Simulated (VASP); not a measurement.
# Si3N4 (I-43d) in VASP: further runs

Runs on Si3N4. Level: r2SCAN. Tasks: single point.

Everything below comes from runs of VASP 6.6.1. Logs are shortened: lines on timing, memory, paths and dates and some standing lists are left out, and cuts for length are marked.

## 1. The cell of the first run

The structure is cubic, space group I-43d (No. 220). Conventional cell: a = 6.399 Å, b = 6.399 Å, c = 6.399 Å, α = 90.00°, β = 90.00°, γ = 90.00°. Within 2.3 Å of Si (site symmetry -4) lie 4 N at 1.73 Å. N (site symmetry 3) has 3 Si at 1.73 Å within 2.3 Å.

## 2. Single point, r2SCAN

POSCAR

```
Si3N4
1.0
   -3.1994805700      3.1994805700      3.1994805700
    3.1994805700     -3.1994805700      3.1994805700
    3.1994805700      3.1994805700     -3.1994805700
Si N
6 8
Direct
    0.2500000000      0.1250000000      0.8750000000
    0.8750000000      0.2500000000      0.1250000000
    0.7500000000      0.3750000000      0.6250000000
    0.6250000000      0.7500000000      0.3750000000
    0.1250000000      0.8750000000      0.2500000000
    0.3750000000      0.6250000000      0.7500000000
    0.5609644219      0.5609644219      0.5609644219
    0.4390355781      0.5000000000      0.0000000000
    0.5000000000      0.0000000000      0.9390355781
    0.0000000000      0.4390355781      0.5000000000
    0.9390355781      0.5000000000      0.0000000000
    0.0609644219      0.0609644219      0.0609644219
    0.0000000000      0.9390355781      0.5000000000
    0.5000000000      0.0000000000      0.4390355781
```

INCAR.step1

```
ALGO = Normal
EDIFF = 1E-4
ENCUT = 520
GGA = PE
ISMEAR = -1
LASPH = T
LCHARG = F
LREAL = F
LWAVE = T
NBANDS = 45
NELM = 60
PREC = Accurate
SIGMA = 0.02
```

INCAR.step2

```
ALGO = Normal
EDIFF = 1E-6
ENCUT = 520
ISIF = 2
ISMEAR = -1
ISTART = 1
LASPH = T
LCHARG = T
LELF = T
LMIXTAU = T
LREAL = F
LVHAR = T
LWAVE = F
METAGGA = R2SCAN
NBANDS = 45
NELM = 60
PREC = Accurate
SIGMA = 0.02
```

KPOINTS

```
k-points
0
Gamma
  6 6 6
```

Potentials or basis: VASP PAW PBE potentials, release 64 (Si, N).

Run with:

```sh
cat potpaw_PBE.64/Si/POTCAR potpaw_PBE.64/N/POTCAR > POTCAR
cp INCAR.step1 INCAR
mpirun -np 1 vasp_std > vasp.out
cp INCAR.step2 INCAR
mpirun -np 1 vasp_std > vasp.out
```

OUTCAR:

```text
EDIFF = 1E-6
   ENCUT = 520
   ISIF = 2
   ISMEAR = -1
   ISTART = 1
   LASPH = T
   LREAL = F
   METAGGA = R2SCAN
   NELM = 60
   PREC = Accurate

 ion  position               nearest neighbor table
   1  0.250  0.125  0.875-   8 1.73   9 1.73  12 1.73  13 1.73   6 2.99   2 2.99   4 2.99   2 2.99
                             5 2.99   5 2.99   6 2.99   4 2.99
   2  0.875  0.250  0.125-  11 1.73  10 1.73   9 1.73  12 1.73   6 2.99   3 2.99   5 2.99   1 2.99
                             3 2.99   1 2.99   5 2.99   6 2.99
   3  0.750  0.375  0.625-  10 1.73   7 1.73  11 1.73  14 1.73   5 2.99   4 2.99   6 2.99   2 2.99
                             2 2.99   4 2.99   6 2.99   5 2.99
   4  0.625  0.750  0.375-  13 1.73   8 1.73   7 1.73  14 1.73   6 2.99   1 2.99   3 2.99   3 2.99
                             5 2.99   6 2.99   1 2.99   5 2.99
   5  0.125  0.875  0.250-  11 1.73  14 1.73  13 1.73  12 1.73   3 2.99   1 2.99   2 2.99   4 2.99
                             1 2.99   4 2.99   3 2.99   2 2.99
   6  0.375  0.625  0.750-   9 1.73  10 1.73   8 1.73   7 1.73   2 2.99   1 2.99   3 2.99   4 2.99
                             1 2.99   4 2.99   3 2.99   2 2.99
   7  0.561  0.561  0.561-   3 1.73   4 1.73   6 1.73
   8  0.439  0.500  0.000-   1 1.73   4 1.73   6 1.73
   9  0.500  0.000  0.939-   6 1.73   2 1.73   1 1.73
  10  0.000  0.439  0.500-   3 1.73   6 1.73   2 1.73
  11  0.939  0.500  0.000-   2 1.73   5 1.73   3 1.73
  12  0.061  0.061  0.061-   1 1.73   2 1.73   5 1.73
  13  0.000  0.939  0.500-   4 1.73   1 1.73   5 1.73
  14  0.500  0.000  0.439-   5 1.73   4 1.73   3 1.73

  LATTYP: Found a body centered cubic cell.
 ALAT       =     6.3989611400

  Lattice vectors:

 A1 = (  -3.1994805700,   3.1994805700,   3.1994805700)
 A2 = (   3.1994805700,  -3.1994805700,   3.1994805700)
 A3 = (   3.1994805700,   3.1994805700,  -3.1994805700)

Analysis of symmetry for initial positions (statically):
=====================================================================
 Subroutine PRICEL returns:
 Original cell was already a primitive cell.

 Routine SETGRP: Setting up the symmetry group for a
 body centered cubic supercell.

 Subroutine GETGRP returns: Found 24 space group operations
 (whereof  3 operations were pure point group operations)
 out of a pool of 48 trial point group operations.

The static configuration has the point symmetry C_3 .
 The point group associated with its full space group is T_d .

Analysis of symmetry for dynamics (positions and initial velocities):
=====================================================================
 Subroutine PRICEL returns:
 Original cell was already a primitive cell.
[... 141 lines left out ...]
   IALGO  =     38    algorithm
   IMIX   =      4    mixing-type and parameters
     AMIX     =   0.40;   BMIX     =  1.00
     AMIX_MAG =   1.60;   BMIX_MAG =  1.00
  volume/ion in A,a.u.               =       9.36        63.15
  Fermi-wavevector in a.u.,A,eV,Ry     =   1.289344  2.436506 22.618421  1.662407
  Thomas-Fermi vector in A             =   2.421242
   LORBIT       =      0    0 simple, 1 ext, 2 COOP (PROOUT), +10 PAW based schemes
   METAGGA = R2SCAN    functional components
   LHFCALC =     F    Hartree Fock is set to
   AEXX    =    0.0000 exact exchange contribution
   IVDW    =     0    specifies the selected vdW correction
   LEPSILON=     F    determine dielectric tensor
   LRPA    =     F    only Hartree local field effects (RPA)
 non-spin polarized calculation
  energy-cutoff  :      520.00
  volume of cell :      131.01
 maximum number of plane-waves:      3564
 NGX is ok and might be reduce to    42
   NGX = 21   NGY = 21   NGZ = 21

 number of electron      64.0000015 magnetization

 Free energy of the ion-electron system (eV)
  ---------------------------------------------------
  ext. energy  EPLUGINS =         0.00000000
  ---------------------------------------------------
  free energy    TOTEN  =      -142.71898136 eV

  energy without entropy =     -142.71898136  energy(sigma->0) =     -142.71898136

 E-fermi :   8.3316     XC(G=0): -12.1035

 val. band max:        7.8706634847   @ k =   0.3333   0.3333   0.0000
 cond. band min:      12.7029824474   @ k =  -0.1667   0.1667   0.1667
 fundamental gap:      4.8323189626
 Fermi energy:         8.3316364215

 k-point     1 :       0.0000    0.0000    0.0000
  band No.  band energies     occupation
      1     -11.4575      2.00000
      2      -8.4425      2.00000
      3      -8.4425      2.00000
      4      -8.4425      2.00000
      5      -7.9496      2.00000
      6      -7.9496      2.00000
[... 741 lines left out ...]
     43      17.6230      0.00000
     44      17.6230      0.00000
 [bands above 44 left out]

------------------------ aborting loop because EDIFF is reached ----------------------------------------

  FORCE on cell =-STRESS in cart. coord.  units (eV):
  Direction    XX          YY          ZZ          XY          YZ          ZX
  --------------------------------------------------------------------------------------
  -------------------------------------------------------------------------------------
  Total        4.6367109      4.6367109      4.6367109      0.0000000      0.0000000     -0.0000000
  in kB       56.7051072     56.7051072     56.7051072      0.0000000      0.0000000     -0.0000000
  external PRESSURE =      56.7051072 kB  Pullay stress =       0.0000000 kB

 VOLUME and BASIS-vectors are now :
 -----------------------------------------------------------------------------
  energy-cutoff  :      520.00
  volume of cell :      131.01
      direct lattice vectors                 reciprocal lattice vectors
    -3.199480570  3.199480570  3.199480570     0.000000000  0.156275367  0.156275367
     3.199480570 -3.199480570  3.199480570     0.156275367  0.000000000  0.156275367
     3.199480570  3.199480570 -3.199480570     0.156275367  0.156275367  0.000000000

 POSITION                                       TOTAL-FORCE (eV/Angst)
 -----------------------------------------------------------------------------------
      2.39961      3.19948     -1.59974         0.000000      0.000000      0.000000
     -1.59974      2.39961      3.19948         0.000000      0.000000      0.000000
      0.79987      3.19948      1.59974         0.000000     -0.000000      0.000000
      1.59974      0.79987      3.19948         0.000000     -0.000000      0.000000
      3.19948     -1.59974      2.39961         0.000000      0.000000      0.000000
      3.19948      1.59974      0.79987         0.000000     -0.000000      0.000000
      1.79479      1.79479      1.79479         0.001026      0.001026      0.001026
      0.19505     -0.19505      3.00443         0.001026     -0.001026     -0.001026
      1.40469      4.60417     -1.40469        -0.001026     -0.001026      0.001026
      3.00443      0.19505     -0.19505        -0.001026      0.001026     -0.001026
     -1.40469      1.40469      4.60417         0.001026     -0.001026     -0.001026
      0.19505      0.19505      0.19505         0.001026      0.001026      0.001026
      4.60417     -1.40469      1.40469        -0.001026      0.001026     -0.001026
     -0.19505      3.00443      0.19505        -0.001026     -0.001026      0.001026
 -----------------------------------------------------------------------------------
    total drift:                               -0.000007     -0.000007     -0.000008

  FREE ENERGIE OF THE ION-ELECTRON SYSTEM (eV)
  ---------------------------------------------------
  free  energy   TOTEN  =      -142.7189813588 eV

  energy  without entropy=     -142.7189813588  energy(sigma->0) =     -142.71898136
```

OUTCAR.step1:

```text
EDIFF = 1E-4
   ENCUT = 520
   GGA = PE
   ISMEAR = -1
   LASPH = T
[... 1017 lines left out ...]
     -1.40469      1.40469      4.60417        -0.029894      0.029894      0.029894
      0.19505      0.19505      0.19505        -0.029894     -0.029894     -0.029894
      4.60417     -1.40469      1.40469         0.029894     -0.029894      0.029894
     -0.19505      3.00443      0.19505         0.029894      0.029894     -0.029894
 -----------------------------------------------------------------------------------
    total drift:                               -0.000000     -0.000000     -0.000001

  FREE ENERGIE OF THE ION-ELECTRON SYSTEM (eV)
  ---------------------------------------------------
  free  energy   TOTEN  =      -112.9559185797 eV

  energy  without entropy=     -112.9559185797  energy(sigma->0) =     -112.95591858
```

OSZICAR.step1:

```text
N       E                     dE             d eps       ncg     rms          rms(c)
DAV:   1     0.257748677742E+03    0.25775E+03   -0.31617E+04  1440   0.132E+03
DAV:   2    -0.110023934694E+03   -0.36777E+03   -0.34715E+03  1842   0.277E+02
DAV:   3    -0.129445005640E+03   -0.19421E+02   -0.19283E+02  1832   0.662E+01
DAV:   4    -0.129679159885E+03   -0.23415E+00   -0.23352E+00  1776   0.782E+00
DAV:   5    -0.129683893796E+03   -0.47339E-02   -0.47288E-02  1771   0.102E+00    0.297E+01
DAV:   6    -0.113096837450E+03    0.16587E+02   -0.57627E+01  1736   0.307E+01    0.133E+01
DAV:   7    -0.113003081053E+03    0.93756E-01   -0.33023E+00  1888   0.746E+00    0.637E+00
DAV:   8    -0.112957240106E+03    0.45841E-01   -0.18034E-01  1712   0.202E+00    0.197E+00
DAV:   9    -0.112954851452E+03    0.23887E-02   -0.38211E-02  1760   0.976E-01    0.323E-01
DAV:  10    -0.112955775712E+03   -0.92426E-03   -0.24990E-03  1715   0.221E-01    0.125E-01
DAV:  11    -0.112955916320E+03   -0.14061E-03   -0.33428E-04  1480   0.103E-01    0.333E-02
DAV:  12    -0.112955918580E+03   -0.22594E-05   -0.22810E-05   955   0.250E-02
   1 F= -.11295592E+03 E0= -.11295592E+03  d E =-.307714E-11
```

It took 3 min on 1 thread of Intel Xeon 6975P-C (Granite Rapids), shared host; peak memory 0.3 GiB.

Results:

* Free energy: -142.7190 eV
* Pressure: 5.7 GPa
* Band gap on the k mesh: 4.83 eV (least direct gap 5.00 eV)

Caveat: the cell stands under pressure; the PAW data sets were made with another functional, which shifts forces and pressure a little.

## 3. Single point, r2SCAN

This run uses another cell than the first one, of 9.55 Å³/atom.

POSCAR

```
Si3N4
1.0
   -3.2210993339      3.2210993339      3.2210993339
    3.2210993339     -3.2210993339      3.2210993339
    3.2210993339      3.2210993339     -3.2210993339
Si N
6 8
Direct
    0.2500000000      0.1250000000      0.8750000000
    0.8750000000      0.2500000000      0.1250000000
    0.7500000000      0.3750000000      0.6250000000
    0.6250000000      0.7500000000      0.3750000000
    0.1250000000      0.8750000000      0.2500000000
    0.3750000000      0.6250000000      0.7500000000
    0.5624462488      0.5624462488      0.5624462488
    0.4375537512      0.5000000000      0.0000000000
    0.5000000000      0.0000000000      0.9375537512
    0.0000000000      0.4375537512      0.5000000000
    0.9375537512      0.5000000000      0.0000000000
    0.0624462488      0.0624462488      0.0624462488
    0.0000000000      0.9375537512      0.5000000000
    0.5000000000      0.0000000000      0.4375537512
```

INCAR.step1

```
PREC = Accurate ; ENCUT = 520
ISMEAR = -1 ; SIGMA = 0.02
LREAL = F ; LASPH = T
NELM = 80 ; NBANDS = 45
GGA = PE ; ALGO = Normal
EDIFF = 1E-4 ; LWAVE = T
LCHARG = F
```

INCAR.step2

```
PREC = Accurate ; ENCUT = 520
EDIFF = 1E-6 ; ISMEAR = -1
SIGMA = 0.02 ; LREAL = F
LASPH = T ; NELM = 80
ALGO = Normal ; ISIF = 2
LWAVE = F ; LCHARG = F
METAGGA = R2SCAN ; LMIXTAU = T
NBANDS = 45 ; ISTART = 1
```

KPOINTS

```
regular mesh
0
Gamma
  6 6 6
```

Potentials or basis: VASP PAW PBE potentials, release 64 (Si, N).

Run with:

```sh
cat potpaw_PBE.64/Si/POTCAR potpaw_PBE.64/N/POTCAR > POTCAR
cp INCAR.step1 INCAR
mpirun -np 1 vasp_std > vasp.out
cp INCAR.step2 INCAR
mpirun -np 1 vasp_std > vasp.out
```

Wall time 3 min (1 thread of Intel Xeon 6975P-C (Granite Rapids), shared host); peak memory 0.31 GiB.

Results (log left out):

```
Free energy            : -142.7696 eV
Pressure               : -0.1 GPa
Largest force          : 0.004 eV/Å
Band gap on the k mesh : 4.75 eV (least direct gap 4.93 eV)
```

Forces in eV/Å, atoms in the order of the input:
```
Si   0.000  0.000  0.000
Si   0.000  0.000  0.000
Si   0.000  0.000  0.000
Si   0.000  0.000  0.000
Si   0.000  0.000  0.000
Si   0.000  0.000  0.000
N    0.002  0.002  0.002
N    0.002 -0.002 -0.002
N   -0.002 -0.002  0.002
N   -0.002  0.002 -0.002
N    0.002 -0.002 -0.002
N    0.002  0.002  0.002
N   -0.002  0.002 -0.002
N   -0.002 -0.002  0.002
```

Levels at points of the mesh, in eV from the valence-band top:
| k point | band 29 | band 30 | band 31 | band 32 | band 33 | band 34 | band 35 | band 36 |
| --- | --- | --- | --- | --- | --- | --- | --- | --- |
| (0.00, 0.00, 0.00) | -0.16 | -0.16 | -0.16 | -0.08 | 5.27 | 5.27 | 5.40 | 5.40 |
| (0.50, 0.00, 0.00) | -1.32 | -1.32 | -0.02 | -0.02 | 5.65 | 5.65 | 6.76 | 6.76 |
| (0.50, 0.50, 0.50) | -1.98 | -1.98 | -1.25 | -1.25 | 6.11 | 6.11 | 6.11 | 6.11 |

Caveat: the PAW data sets were made with another functional, which shifts forces and pressure a little. r2SCAN opens gaps a little over a GGA but as a rule still falls short of measured ones.

## 4. Single point, r2SCAN

This run uses another cell than the first one, of 9.55 Å³/atom.

POSCAR

```
Si3N4
1.0
   -3.2210993300      3.2210993300      3.2210993300
    3.2210993300     -3.2210993300      3.2210993300
    3.2210993300      3.2210993300     -3.2210993300
Si N
6 8
Direct
    0.2500000000      0.1250000000      0.8750000000
    0.8750000000      0.2500000000      0.1250000000
    0.7500000000      0.3750000000      0.6250000000
    0.6250000000      0.7500000000      0.3750000000
    0.1250000000      0.8750000000      0.2500000000
    0.3750000000      0.6250000000      0.7500000000
    0.5624462500      0.5624462500      0.5624462500
    0.4375537500      0.5000000000      0.0000000000
    0.5000000000      0.0000000000      0.9375537500
    0.0000000000      0.4375537500      0.5000000000
    0.9375537500      0.5000000000      0.0000000000
    0.0624462500      0.0624462500      0.0624462500
    0.0000000000      0.9375537500      0.5000000000
    0.5000000000      0.0000000000      0.4375537500
```

INCAR.step1

```
ALGO     = Normal         # electronic algorithm
EDIFF    = 1E-4           # SCF threshold, eV
ENCUT    = 520            # plane-wave cutoff, eV
GGA      = PE             # functional
ISMEAR   = -1             # smearing method
LASPH    = True           # aspherical terms in the spheres
LCHARG   = False          # write CHGCAR
LREAL    = False          # projectors in reciprocal space
LWAVE    = True           # write WAVECAR
NBANDS   = 45             # bands
NELM     = 60             # most SCF steps
PREC     = Accurate       # precision mode
SIGMA    = 0.02           # smearing width, eV
```

INCAR.step2

```
ALGO     = Normal         # electronic algorithm
EDIFF    = 1E-6           # SCF threshold, eV
ENCUT    = 520            # plane-wave cutoff, eV
ISIF     = 2              # what is computed and relaxed
ISMEAR   = -1             # smearing method
ISTART   = 1            
LASPH    = True           # aspherical terms in the spheres
LCHARG   = False          # write CHGCAR
LMIXTAU  = True         
LREAL    = False          # projectors in reciprocal space
LWAVE    = False          # write WAVECAR
METAGGA  = R2SCAN         # meta-GGA
NBANDS   = 45             # bands
NELM     = 60             # most SCF steps
PREC     = Accurate       # precision mode
SIGMA    = 0.02           # smearing width, eV
```

KPOINTS

```
k-points
0
Gamma
  6 6 6
```

Run with:

```sh
cat potpaw_PBE.64/Si/POTCAR potpaw_PBE.64/N/POTCAR > POTCAR
cp INCAR.step1 INCAR
mpirun -np 1 vasp_std > vasp.out
cp INCAR.step2 INCAR
mpirun -np 1 vasp_std > vasp.out
```

Run time: 3.1 min. Hardware: 1 thread of Intel Xeon 6975P-C (Granite Rapids), shared host; peak memory 0.3 GiB.

It converged, with:

| Item | Value |
| --- | --- |
| Free energy | -142.7696 eV |
| Pressure | -0.1 GPa |
| Largest force | 0.004 eV/Å |
| Band gap on the k mesh | 4.75 eV (least direct gap 4.93 eV) |

Forces on the atoms (eV/Å):
```
Si   0.000  0.000  0.000
Si   0.000  0.000  0.000
Si   0.000  0.000  0.000
Si   0.000  0.000  0.000
Si   0.000  0.000  0.000
Si   0.000  0.000  0.000
N    0.002  0.002  0.002
N    0.002 -0.002 -0.002
N   -0.002 -0.002  0.002
N   -0.002  0.002 -0.002
N    0.002 -0.002 -0.002
N    0.002  0.002  0.002
N   -0.002  0.002 -0.002
N   -0.002 -0.002  0.002
```

Levels at points of the mesh, in eV from the valence-band top:
```tsv
k point	band 28	band 29	band 30	band 31	band 32	band 33	band 34	band 35	band 36	band 37
(0.00, 0.00, 0.00)	-2.00	-0.16	-0.16	-0.16	-0.08	5.27	5.27	5.40	5.40	5.40
(0.50, 0.00, 0.00)	-2.05	-1.32	-1.32	-0.02	-0.02	5.65	5.65	6.76	6.76	7.13
(0.50, 0.50, 0.50)	-1.98	-1.98	-1.98	-1.25	-1.25	6.11	6.11	6.11	6.11	6.11
```

Caveat: the PAW data sets were made with another functional, which shifts forces and pressure a little.

(Continued in part 2 of 2.)
